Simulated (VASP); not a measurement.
Wanted: the native input for a VASP 6.6.1 run.

```
Task                   : single point
Functional             : PBEsol
Potentials or basis    : VASP PAW PBE potentials, release 64 (Gd)
Cutoff                 : 520 eV
k mesh                 : 8 × 8 × 5
Occupations            : fermi-dirac, width 0.05 eV
Spin                   : collinear spin, ferromagnetic start
Starting moments       : [7.0, 7.0] μB
Dipole correction      : no
Further INCAR settings : ALGO = Normal; EDIFF = 1e-06; NBANDS = 29
```

The structure of Gd lies in POSCAR:

```
Gd
1.0
    3.5654535757      0.0000000000      0.0000000000
   -1.7827267879      3.0877733726      0.0000000000
    0.0000000000      0.0000000000      5.7042136446
Gd
2
Direct
    0.6666666667      0.3333333333      0.7500000000
    0.3333333333      0.6666666667      0.2500000000
```

The input as run:

INCAR

```
SYSTEM = Gd
PREC = Accurate ; ENCUT = 520
EDIFF = 1E-6 ; ISMEAR = -1
SIGMA = 0.05 ; LREAL = .False.
LASPH = .True. ; NELM = 150
ALGO = Normal ; ISIF = 2
LWAVE = .False. ; LCHARG = .False.
ISPIN = 2 ; MAGMOM = 7 7
LORBIT = 11 ; LMAXMIX = 6
GGA = PS ; NBANDS = 29
```

KPOINTS

```
Automatic mesh
0
Gamma
  8 8 5
  0 0 0
```

Potentials or basis: VASP PAW PBE potentials, release 64 (Gd).

The run is started by

```bash
$ cat potpaw_PBE.64/Gd/POTCAR > POTCAR
$ mpirun -np 1 vasp_std > vasp.out
```

Results of the run:

| Property | Result |
| --- | --- |
| Pressure | 0.1 GPa |
| Net moment | 15.17 μB per cell |
| Site moments | Gd +6.99 μB |
| Valence electrons inside the program's atomic spheres | Gd 15.20 |

Caveat: the PAW data sets were made with another functional, which shifts forces and pressure a little.

Wall time 2.3 min on 1 thread of Intel(R) Xeon(R) 6975P-C (Granite Rapids) (shared host), peak memory 0.26 GiB.
